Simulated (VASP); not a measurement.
Wanted: the native input for a VASP 6.6.1 run.

```
Task                   : single point
Functional             : PBE
Potentials or basis    : VASP PAW PBE potentials, release 64 (Ge_d)
Cutoff                 : 520 eV
k mesh                 : 14 × 14 × 14
Occupations            : gaussian, width 0.15 eV
Spin                   : no spin polarisation
Dipole correction      : no
Further INCAR settings : ALGO = Normal; EDIFF = 1e-06; NBANDS = 21
```

The structure of Ge lies in POSCAR:

```
Ge
1.0
    0.0000000000      2.8415983200      2.8415983200
    2.8415983200      0.0000000000      2.8415983200
    2.8415983200      2.8415983200      0.0000000000
Ge
2
Direct
    0.5000000000      0.5000000000      0.5000000000
    0.7500000000      0.7500000000      0.7500000000
```

This cell differs from its parent crystal: volume 22.945 Å^3 an atom, c/a of the conventional cell 1.0000.

One way to write it, as run:

INCAR

```
  ALGO = Normal
  EDIFF = 1E-6
  ENCUT = 520
  GGA = PE
  ISIF = 2
  ISMEAR = 0
  LASPH = True
  LCHARG = False
  LREAL = False
  LWAVE = False
  NBANDS = 21
  NELM = 100
  PREC = Accurate
  SIGMA = 0.15
```

KPOINTS

```
k-points
0
Gamma
  14 14 14
```

Potentials or basis: VASP PAW PBE potentials, release 64 (Ge_d).

Launch:

```console
$ cat potpaw_PBE.64/Ge_d/POTCAR > POTCAR
$ mpirun -np 1 vasp_std > vasp.out
```

Results of the run:

The pressure is 2.6 GPa and the band gap on the k mesh is zero (filled and empty bands touch).

It took 93 s on 1 thread of AMD EPYC 7R43 64-Core Processor (Zen 3), on a shared host, peak memory 0.18 GiB.
